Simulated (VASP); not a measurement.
# BAs (zincblende type) (F-43m) in VASP: further runs

The runs below take BAs (zincblende type) through single point, with PBEsol.

All numbers are computed with VASP 6.6.1; they aren't measurements. Logs are shortened: lines on timing, memory, paths and dates and some standing lists are left out, and cuts for length are marked.

## (1) The cell of the first run

Symmetry: F-43m, No. 216, cubic system. The conventional cell has a = 4.670 Å, b = 4.670 Å, c = 4.670 Å, α = 90.00°, β = 90.00°, γ = 90.00°. Within 2.7 Å of B (site symmetry -43m) lie 4 As at 2.02 Å. As (site symmetry -43m) has 4 B at 2.02 Å within 2.7 Å.

## (2) Single point, PBEsol (volume scaled by 0.94)

INCAR

```
PREC = Accurate
ENCUT = 500
EDIFF = 1E-6
ISMEAR = -1
SIGMA = 0.05
LREAL = F
LASPH = T
NELM = 120
ALGO = Normal
ISIF = 2
LWAVE = F
LCHARG = F
GGA = PS
NBANDS = 11
GGA_COMPAT = F
```

KPOINTS

```
Automatic mesh
0
Gamma
  14 14 14
```

POSCAR

```
BAs
1.0
    0.0000000000      2.3351338051      2.3351338051
    2.3351338051      0.0000000000      2.3351338051
    2.3351338051      2.3351338051      0.0000000000
B As
1 1
Direct
    0.0000000000      0.0000000000      0.0000000000
    0.2500000000      0.2500000000      0.2500000000
```

Potentials or basis: VASP PAW PBE potentials, release 64 (B, As).

Launch:

```
cat potpaw_PBE.64/B/POTCAR potpaw_PBE.64/As/POTCAR > POTCAR
mpirun -np 1 vasp_std > vasp.out
```

OUTCAR:

```text
PREC = Accurate
   ENCUT = 500
   EDIFF = 1E-6
   ISMEAR = -1
   LREAL = F
   LASPH = T
   NELM = 120
   ISIF = 2
   GGA = PS

 ion  position               nearest neighbor table
   1  0.000  0.000  0.000-   2 2.02   2 2.02   2 2.02   2 2.02
   2  0.250  0.250  0.250-   1 2.02   1 2.02   1 2.02   1 2.02

  LATTYP: Found a face centered cubic cell.
 ALAT       =     4.6702676102

  Lattice vectors:

 A1 = (   0.0000000000,   2.3351338051,   2.3351338051)
 A2 = (   2.3351338051,   0.0000000000,   2.3351338051)
 A3 = (   2.3351338051,   2.3351338051,   0.0000000000)

Analysis of symmetry for initial positions (statically):
=====================================================================
 Subroutine PRICEL returns:
 Original cell was already a primitive cell.

 Routine SETGRP: Setting up the symmetry group for a
 face centered cubic supercell.

 Subroutine GETGRP returns: Found 24 space group operations
 (whereof 24 operations were pure point group operations)
 out of a pool of 48 trial point group operations.

The static configuration has the point symmetry T_d .

Analysis of symmetry for dynamics (positions and initial velocities):
=====================================================================
 Subroutine PRICEL returns:
 Original cell was already a primitive cell.

 Routine SETGRP: Setting up the symmetry group for a
 face centered cubic supercell.

 Subroutine GETGRP returns: Found 24 space group operations
 (whereof 24 operations were pure point group operations)
 out of a pool of 48 trial point group operations.

The dynamic configuration has the point symmetry T_d .

 Subroutine INISYM returns: Found 24 space group operations
 (whereof 24 operations are pure point group operations),
 and found     1 'primitive' translations

----------------------------------------------------------------------------------------

                                     Primitive cell

  volume of cell :      25.4663

  direct lattice vectors                    reciprocal lattice vectors
     0.000000000  2.335133805  2.335133805    -0.214120492  0.214120492  0.214120492
     2.335133805  0.000000000  2.335133805     0.214120492 -0.214120492  0.214120492
     2.335133805  2.335133805  0.000000000     0.214120492  0.214120492 -0.214120492

  length of vectors
     3.302377897  3.302377897  3.302377897     0.370867572  0.370867572  0.370867572

  position of ions in fractional coordinates (direct lattice)
     0.000000000  0.000000000  0.000000000
     0.250000000  0.250000000  0.250000000

  ion indices of the primitive-cell ions
   primitive index   ion index
                 1           1
                 2           2

----------------------------------------------------------------------------------------

 KPOINTS: Automatic mesh

Automatic generation of k-mesh.
 Grid dimensions read from file:
 generate k-points for:   14   14   14

 Generating k-lattice:

  Cartesian coordinates                     Fractional coordinates (reciprocal lattice)
    -0.015294321  0.015294321  0.015294321     0.071428571  0.000000000  0.000000000
     0.015294321 -0.015294321  0.015294321     0.000000000  0.071428571  0.000000000
     0.015294321  0.015294321 -0.015294321     0.000000000  0.000000000  0.071428571

  Length of vectors
     0.026490541  0.026490541  0.026490541

  Shift w.r.t. Gamma in fractional coordinates (k-lattice)
     0.000000000  0.000000000  0.000000000

 Subroutine IBZKPT returns following result:
 ===========================================

 Found    104 irreducible k-points:

 Following reciprocal coordinates:
            Coordinates               Weight
  0.000000  0.000000  0.000000      1.000000
  0.071429  0.000000  0.000000      8.000000
  0.142857  0.000000  0.000000      8.000000
  0.214286  0.000000  0.000000      8.000000
  0.285714  0.000000  0.000000      8.000000
  0.357143  0.000000  0.000000      8.000000
[... 16 lines left out ...]
  0.214286  0.142857  0.000000     24.000000
  0.285714  0.142857  0.000000     24.000000
 [... further k-points ...]
   k-points           NKPTS =    104   k-points in BZ     NKDIM =    104   number of bands    NBANDS=     11
   number of dos      NEDOS =    301   number of ions     NIONS =      2
   total plane-waves  NPLWV =  13824
   dimension x,y,z NGX =    24 NGY =   24 NGZ =   24
   dimension x,y,z NGXF=    48 NGYF=   48 NGZF=   48
   ions per type =               1   1
   NGX,Y,Z   is equivalent  to a cutoff of  12.08, 12.08, 12.08 a.u.
   NGXF,Y,Z  is equivalent  to a cutoff of  24.16, 24.16, 24.16 a.u.
 SYSTEM =  unknown system
   PREC   = accura    normal or accurate (medium, high low for compatibility)
   ISTART =      0    job   : 0-new  1-cont  2-samecut
   ICHARG =      2    charge: 1-file 2-atom 10-const
   ISPIN  =      1    spin polarized calculation?
   LNONCOLLINEAR =      F non collinear calculations
   LSORBIT =      F    spin-orbit coupling
   LASPH  =      T    aspherical Exc in radial PAW
   ENCUT  =  500.0 eV  36.75 Ry    6.06 a.u.   6.02  6.02  6.02*2*pi/ulx,y,z
   NELM   =    120;   NELMIN=  2; NELMDL= -5     # of ELM steps
   EDIFF  = 0.1E-05   stopping-criterion for ELM
   LREAL  =      F    real-space projection
   EDIFFG = 0.1E-04   stopping-criterion for IOM
   NSW    =      0    number of steps for IOM
   IBRION =     -1    ionic relax: 0-MD 1-quasi-New 2-CG
   NFREE  =      0    steps in history (QN), initial steepest desc. (CG)
   ISIF   =      2    stress and relaxation
   ISYM   =      2    0-nonsym 1-usesym 2-fastsym
   POTIM  = 0.5000    time-step for ionic-motion
   TEBEG  =    0.0;   TEEND  =   0.0 temperature during run
   PSTRESS=    0.0 pullay stress
   NELECT =       8.0000    total number of electrons
   NUPDOWN=      -1.0000    fix difference up-down
   EMIN   =  10.00;   EMAX   =-10.00  energy-range for DOS
   EFERMI =   0.00;   METHOD = LEGACY
   ISMEAR =    -1;   SIGMA  =   0.05  broadening in eV -4-tet -1-fermi 0-gaus
   EFERMI_NEDOS =   21; number of points for ismear=-14 and -15
   IALGO  =     38    algorithm
   IMIX   =      4    mixing-type and parameters
     AMIX     =   0.40;   BMIX     =  1.00
     AMIX_MAG =   1.60;   BMIX_MAG =  1.00
  volume/ion in A,a.u.               =      12.73        85.93
  Fermi-wavevector in a.u.,A,eV,Ry     =   1.112884  2.103045 16.850949  1.238510
  Thomas-Fermi vector in A             =   2.249462
   LORBIT       =      0    0 simple, 1 ext, 2 COOP (PROOUT), +10 PAW based schemes
   GGA     = PS    functional components
   LHFCALC =     F    Hartree Fock is set to
   AEXX    =    0.0000 exact exchange contribution
   IVDW    =     0    specifies the selected vdW correction
   LEPSILON=     F    determine dielectric tensor
   LRPA    =     F    only Hartree local field effects (RPA)
 non-spin polarized calculation
  energy-cutoff  :      500.00
  volume of cell :       25.47
 maximum number of plane-waves:       658
   NGX = 13   NGY = 13   NGZ = 13

 number of electron       8.0000001 magnetization

 Free energy of the ion-electron system (eV)
  ---------------------------------------------------
  ext. energy  EPLUGINS =         0.00000000
  ---------------------------------------------------
  free energy    TOTEN  =       -12.14506122 eV

  energy without entropy =      -12.14506103  energy(sigma->0) =      -12.14506113

 E-fermi :   7.3024     XC(G=0): -11.0214

 val. band max:        6.8127604111   @ k =   0.0000   0.0000   0.0000
 cond. band min:       7.8330352553   @ k =   0.4286   0.4286   0.0000
 fundamental gap:      1.0202748442
 Fermi energy:         7.3023974628

 k-point     1 :       0.0000    0.0000    0.0000
  band No.  band energies     occupation
      1      -9.2630      2.00000
      2       6.8128      1.99989
      3       6.8128      1.99989
      4       6.8128      1.99989
      5      10.1408      0.00000
      6      10.1408      0.00000
      7      10.1408      0.00000
      8      12.3704      0.00000
      9      16.5076      0.00000
     10      20.0289      0.00000
     11      20.0289      0.00000

 k-point     2 :       0.0714    0.0000    0.0000
  band No.  band energies     occupation
      1      -9.1736      2.00000
      2       5.9814      2.00000
      3       6.6318      2.00000
      4       6.6318      2.00000
      5      10.3505      0.00000
      6      10.3770      0.00000
      7      10.3770      0.00000
      8      12.7587      0.00000
      9      16.8874      0.00000
     10      19.2081      0.00000
     11      19.2081      0.00000

 k-point     3 :       0.1429    0.0000    0.0000
  band No.  band energies     occupation
      1      -8.9072      2.00000
      2       4.3194      2.00000
      3       6.2247      2.00000
      4       6.2247      2.00000
      5      10.4123      0.00000
      6      10.9052      0.00000
      7      10.9052      0.00000
      8      13.7066      0.00000
      9      17.7790      0.00000
     10      18.3631      0.00000
     11      18.3631      0.00000

 k-point     4 :       0.2143    0.0000    0.0000
  band No.  band energies     occupation
      1      -8.4701      2.00000
      2       2.5087      2.00000
      3       5.7797      2.00000
      4       5.7797      2.00000
      5      10.2814      0.00000
      6      11.4117      0.00000
      7      11.4117      0.00000
      8      14.7060      0.00000
      9      18.0487      0.00000
     10      18.0487      0.00000
     11      18.2727      0.00000

 k-point     5 :       0.2857    0.0000    0.0000
  band No.  band energies     occupation
      1      -7.8783      2.00000
      2       0.7670      2.00000
      3       5.3926      2.00000
      4       5.3926      2.00000
      5      10.1187      0.00000
      6      11.6796      0.00000
      7      11.6796      0.00000
      8      15.4333      0.00000
      9      18.3585      0.00000
     10      18.4226      0.00000
     11      18.4226      0.00000
[... 211 lines left out ...]
 k-point    21 :      -0.0714    0.0714    0.0000
  band No.  band energies     occupation
      1      -9.0251      2.00000
      2       5.2538      2.00000
      3       5.7724      2.00000
      4       6.6585      1.99999
      5      10.3929      0.00000
      6      10.5117      0.00000
      7      11.0216      0.00000
      8      13.2620      0.00000
      9      17.4662      0.00000
     10      18.1048      0.00000
     11      19.0079      0.00000

 k-point    22 :       0.1429    0.1429    0.0000
  band No.  band energies     occupation
      1      -8.7878      2.00000
      2       5.0603      2.00000
      3       5.2853      2.00000
      4       5.2853      2.00000
      5       9.2124      0.00000
      6      12.1726      0.00000
      7      12.1726      0.00000
      8      13.0624      0.00000
      9      16.8352      0.00000
     10      18.3547      0.00000
     11      20.5361      0.00000

 k-point    23 :       0.2143    0.1429    0.0000
  band No.  band energies     occupation
      1      -8.4653      2.00000
      2       3.6369      2.00000
      3       4.8111      2.00000
      4       5.0829      2.00000
      5       9.2297      0.00000
      6      12.3895      0.00000
      7      12.8732      0.00000
      8      13.1669      0.00000
      9      16.9719      0.00000
     10      19.3086      0.00000
     11      20.3358      0.00000

 k-point    24 :       0.2857    0.1429    0.0000
  band No.  band energies     occupation
      1      -7.9776      2.00000
      2       1.9850      2.00000
      3       4.4443      2.00000
      4       4.6588      2.00000
      5       9.6026      0.00000
      6      12.3128      0.00000
      7      13.3058      0.00000
      8      13.3134      0.00000
      9      17.7188      0.00000
     10      19.9834      0.00000
     11      20.3286      0.00000

 [... further k-points ...]
[... 5 lines left out ...]
  --------------------------------------------------------------------------------------
  -------------------------------------------------------------------------------------
  Total        1.7557145      1.7557145      1.7557145     -0.0000000     -0.0000000     -0.0000000
  in kB      110.4585088    110.4585088    110.4585088     -0.0000000     -0.0000000     -0.0000000
  external PRESSURE =     110.4585088 kB  Pullay stress =       0.0000000 kB

 VOLUME and BASIS-vectors are now :
 -----------------------------------------------------------------------------
  energy-cutoff  :      500.00
  volume of cell :       25.47
      direct lattice vectors                 reciprocal lattice vectors
     0.000000000  2.335133805  2.335133805    -0.214120492  0.214120492  0.214120492
     2.335133805  0.000000000  2.335133805     0.214120492 -0.214120492  0.214120492
     2.335133805  2.335133805  0.000000000     0.214120492  0.214120492 -0.214120492

 POSITION                                       TOTAL-FORCE (eV/Angst)
 -----------------------------------------------------------------------------------
      0.00000      0.00000      0.00000         0.000000      0.000000      0.000000
      1.16757      1.16757      1.16757        -0.000000     -0.000000     -0.000000
 -----------------------------------------------------------------------------------
    total drift:                                0.000000      0.000000      0.000000

  FREE ENERGIE OF THE ION-ELECTRON SYSTEM (eV)
  ---------------------------------------------------
  free  energy   TOTEN  =       -12.1450612235 eV

  energy  without entropy=      -12.1450610317  energy(sigma->0) =      -12.14506113
```

It took 21 s on 1 thread of Intel Xeon 8259CL, shared host; peak memory 0.16 GiB.

What came out:

| Item | Value |
| --- | --- |
| Free energy | -12.1451 eV |
| Pressure | 11.0 GPa |
| Band gap on the k mesh | 1.02 eV, indirect (least direct gap 3.33 eV) |

Levels at points of the mesh, in eV from the valence-band top:
```tsv
k point	band 1	band 2	band 3	band 4	band 5	band 6	band 7	band 8
(0.00, 0.00, 0.00)	-16.08	0.00	0.00	0.00	3.33	3.33	3.33	5.56
(0.50, 0.00, 0.00)	-12.94	-9.35	-1.95	-1.95	3.06	4.80	4.80	8.82
(0.50, 0.50, 0.00)	-11.52	-8.92	-4.40	-4.40	1.25	1.25	12.00	12.00
```

Caveat: the cell differs from its parent crystal (volume scaled by 0.94); the PAW data sets were made with another functional, which shifts forces and pressure a little. A k mesh can miss the band edges.

## (3) Single point, PBEsol

This run uses another cell than the first one, of 13.55 Å³/atom, 1.064 times its volume.

INCAR

```
SYSTEM = BAs
PREC = Accurate
ENCUT = 500
EDIFF = 1E-6
ISMEAR = -1
SIGMA = 0.05
LREAL = .FALSE.
LASPH = .TRUE.
NELM = 120
ALGO = Normal
ISIF = 2
LWAVE = .FALSE.
LCHARG = .FALSE.
GGA = PS
NBANDS = 11
GGA_COMPAT = .FALSE.
```

KPOINTS

```
regular mesh
0
G
  14 14 14
  0 0 0
```

POSCAR

```
BAs
1.0
    0.0000000000      2.3837963649      2.3837963649
    2.3837963649      0.0000000000      2.3837963649
    2.3837963649      2.3837963649      0.0000000000
B As
1 1
Direct
    0.0000000000      0.0000000000      0.0000000000
    0.2500000000      0.2500000000      0.2500000000
```

Potentials or basis: VASP PAW PBE potentials, release 64 (B, As).

Launch:

```
cat potpaw_PBE.64/B/POTCAR potpaw_PBE.64/As/POTCAR > POTCAR
mpirun -np 1 vasp_std > vasp.out
```

It took 45 s on 1 thread of Intel Xeon 8259CL, shared host; peak memory 0.18 GiB.

The run converged. Its results:

```yaml
Free_energy: -12.2035 eV
Pressure: 0.9 GPa
Band_gap_on_the_k_mesh: 1.09 eV, indirect (least direct gap 3.25 eV)
```

Levels at points of the mesh, in eV from the valence-band top:
```
           k point  band 1  band 2  band 3  band 4  band 5  band 6  band 7  band 8
(0.00, 0.00, 0.00)  -15.49    0.00    0.00    0.00    3.25    3.25    3.25    4.76
(0.50, 0.00, 0.00)  -12.59   -8.88   -1.84   -1.84    2.69    4.73    4.73    8.72
(0.50, 0.50, 0.00)  -11.27   -8.57   -4.13   -4.13    1.31    1.33   11.40   11.40
```

Caveat: the PAW data sets were made with another functional, which shifts forces and pressure a little. A k mesh can miss the band edges.
